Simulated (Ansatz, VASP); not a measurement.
**Two plane-wave programs on MgO**

Contents of POSCAR:

```
MgO
1.0
    2.1022009521      2.1022009521      0.0000000000
   -2.1022009521      2.1022009521      0.0000000000
    0.0594592219      0.0594592219      4.2044019043
Mg O
2 2
Direct
    0.0000000000      0.0000000000      0.0000000000
    0.5000000000      0.5000000000      0.5000000000
    0.5000000000      0.5000000000      0.0000000000
    0.0000000000      0.0000000000      0.5000000000
```

The input INCAR.step1:

```
SYSTEM = MgO
ALGO     = Normal         ! electronic algorithm
EDIFF    = 1E-4           ! SCF threshold, eV
ENCUT    = 520            ! plane-wave cutoff, eV
GGA      = PE             ! functional
ISMEAR   = 0              ! smearing method
LASPH    = .True.         ! aspherical terms in the spheres
LCHARG   = .False.        ! write CHGCAR
LREAL    = .False.        ! projectors in reciprocal space
LWAVE    = .True.         ! write WAVECAR
NBANDS   = 16             ! bands
NELM     = 60             ! most SCF steps
PREC     = Accurate       ! precision mode
SIGMA    = 0.02           ! smearing width, eV
```

The input INCAR.step2:

```
SYSTEM = MgO
ALGO     = Normal         ! electronic algorithm
EDIFF    = 1E-6           ! SCF threshold, eV
ENCUT    = 520            ! plane-wave cutoff, eV
ISIF     = 2              ! what is computed and relaxed
ISMEAR   = 0              ! smearing method
ISTART   = 1            
LASPH    = .True.         ! aspherical terms in the spheres
LCHARG   = .True.         ! write CHGCAR
LELF     = .True.         ! ELF
LMIXTAU  = .True.       
LREAL    = .False.        ! projectors in reciprocal space
LVHAR    = .True.       
LWAVE    = .False.        ! write WAVECAR
METAGGA  = R2SCAN         ! meta-GGA
NBANDS   = 16             ! bands
NELM     = 60             ! most SCF steps
PREC     = Accurate       ! precision mode
SIGMA    = 0.02           ! smearing width, eV
```

File KPOINTS:

```
k-points
0
Gamma
  8 8 6
  0 0 0
```

Input for Ansatz:

```yaml
crystal:
  lattice:
    - [2.1022009521, 2.1022009521, 0.0]
    - [-2.1022009521, 2.1022009521, 0.0]
    - [0.0594592219, 0.0594592219, 4.2044019043]
  atoms:
    - { symbol: Mg, position: [0.0, 0.0, 0.0] }
    - { symbol: Mg, position: [0.5, 0.5, 0.5] }
    - { symbol: O, position: [0.5, 0.5, 0.0] }
    - { symbol: O, position: [0.0, 0.0, 0.5] }
basis:
  ecutwfc: 500
kpoints:
  mp_grid: { grid: [8, 8, 6] }
hamiltonian:
  xc: r2scan
scf:
  occupations: { method: gaussian, width: 0.02 }
output:
  forces: true
  stress: true
  eigenvalues: true
```

Change from the starting cell: shear of c along a, cell held, atoms relaxed: +2.0 %.

Alike in both runs: task single point; functional r2SCAN; k mesh 8 × 8 × 6; occupations gaussian, width 0.02 eV; no spin polarisation.

```csv
,VASP,Ansatz
version,VASP 6.6.1,Ansatz 0.2.0
potentials or method,"VASP PAW PBE potentials, release 64 (Mg, O), cutoff 520 eV","scalar-relativistic, plane waves, PAW"
valence electrons in the cell,16,32
```

```tsv
	VASP	Ansatz	Ansatz less VASP
gap on the k mesh at the Fermi level (eV)	5.58	5.60	+0.026
least direct gap on the mesh (eV)	5.58	5.60	+0.026
pressure (GPa)	-1.1	0.0	+1.15
traceless stress, the component that is largest in VASP (GPa)	-2.23	-2.21	+0.018
```

VASP's potentials were made for PBE, not for r2SCAN. The functional is the same, so the differences come from potentials, cutoffs and numerics. VASP's potentials hold 16 valence electrons a cell and Ansatz's 32, so a difference there can come from the potentials and not from the codes.
